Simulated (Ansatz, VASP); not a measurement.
**MgO in VASP and in Ansatz**

```
Mg O
1.0
     0.00000    2.10377    2.10377
     2.10377    0.00000    2.10377
     2.10377    2.10377    0.00000
Mg O
1 1
Cartesian
  0.0000 0.0000 0.0000
  2.1038 2.1038 2.1038
```

Alike in both runs: functional r2SCAN; k mesh 8 × 8 × 8; occupations gaussian, width 0.02 eV; no spin polarisation.

Ansatz relaxed the structure, and its values are those at the end. VASP's run is a single point on that final structure, the one shown.

|  | VASP | Ansatz |
| --- | --- | --- |
| version | VASP 6.6.1 | Ansatz 0.2.0 |
| potentials or method | VASP PAW PBE potentials, release 64 (Mg_sv, O), cutoff 750 eV | scalar-relativistic, plane waves, PAW |
| valence electrons in the cell | 16 | 16 |

```tsv
	VASP	Ansatz	Ansatz less VASP
gap on the k mesh at the Fermi level (eV)	5.68	5.68	-0.003
least direct gap on the mesh (eV)	5.68	5.68	-0.003
pressure (GPa)	-0.4	0.0	+0.39
```

VASP's potentials were made for PBE, not for r2SCAN.
